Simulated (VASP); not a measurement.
Write the native input for VASP 6.6.1 that does the following.

```
Task                   : single point
Functional             : PBE
Potentials or basis    : VASP PAW PBE potentials, release 64 (C)
Cutoff                 : 520 eV
k mesh                 : 6 × 6 × 6
Occupations            : gaussian, width 0.01 eV
Spin                   : no spin polarisation
Dipole correction      : no
Further INCAR settings : ALGO = Normal; EDIFF = 1e-06; NBANDS = 11
```

The structure of C lies in POSCAR:

```
C
1.0
   -0.0129763838      1.7849490001      1.7849490001
    1.7849490001     -0.0129763838      1.7849490001
    1.7849490001      1.7849490001     -0.0129763838
C
2
Direct
   -0.0000464490     -0.0000464490     -0.0000464490
    0.2500464490      0.2500464490      0.2500464490
```

This cell differs from its parent crystal: epitaxial 111 strain +1.0%.

One way to write it, as run:

INCAR

```
SYSTEM = C
PREC = Accurate ; ENCUT = 520
EDIFF = 1E-6 ; ISMEAR = 0
SIGMA = 0.01 ; LREAL = .False.
LASPH = .True. ; NELM = 80
ALGO = Normal ; ISIF = 2
LWAVE = .False. ; LCHARG = .False.
GGA = PE ; NBANDS = 11
```

KPOINTS

```
Automatic mesh
0
Gamma
  6 6 6
  0 0 0
```

Potentials or basis: VASP PAW PBE potentials, release 64 (C).

The run is started by

```console
$ cat potpaw_PBE.64/C/POTCAR > POTCAR
$ mpirun -np 1 vasp_std > vasp.out
```

Results of the run:

* Pressure: -3.3 GPa
* Largest force: 0.016 eV/Å
* Band gap on the k mesh: 4.11 eV, indirect (least direct gap 5.44 eV)

Caveat: the k points lie up to 0.51 Å⁻¹ apart; the cell differs from its parent crystal (epitaxial 111 strain +1.0%).

It took 3.5 s on 1 thread of Intel Xeon 6975P-C, with other jobs on the host, peak memory 0.12 GiB.
